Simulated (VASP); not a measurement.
Input of a VASP 6.6.1 run:

The input INCAR:

```
ALGO = Fast ; EDIFF = 1E-7
ENCUT = 520 ; GGA = PS
ISIF = 2 ; ISMEAR = 0
LASPH = T ; LCHARG = F
LREAL = F ; LWAVE = F
NBANDS = 18 ; NELM = 100
PREC = Accurate ; SIGMA = 0.05
```

Contents of KPOINTS:

```
k-points
0
Gamma
  15 15 8
```

File POSCAR:

```
Cu
1.0
    2.5340966698      0.0000000000      0.0000000000
   -1.2670483349      2.1945920917      0.0000000000
    0.0000000000      0.0000000000      4.1125710000
Cu
2
Direct
    0.3333333300      0.6666666700      0.2500000000
    0.6666666700      0.3333333300      0.7500000000
```

Potentials or basis: VASP PAW PBE potentials, release 64 (Cu).

Launch:

```bash
$ cat potpaw_PBE.64/Cu/POTCAR > POTCAR
$ mpirun -np 1 vasp_std > vasp.out
```

Task: Predict the band gap on the k mesh.

Result: Zero (band 11 reaches 11.87 eV, above the bottom of band 12 at 5.81 eV).

Task: What does it give for the pressure?

Result: -1.0 GPa.

Stress tensor (GPa, compression positive):
```
-2.38  0.00  0.00
 0.00 -2.38  0.00
 0.00  0.00  1.71
```

Caveat: the PAW data sets were made with another functional, which shifts forces and pressure a little.
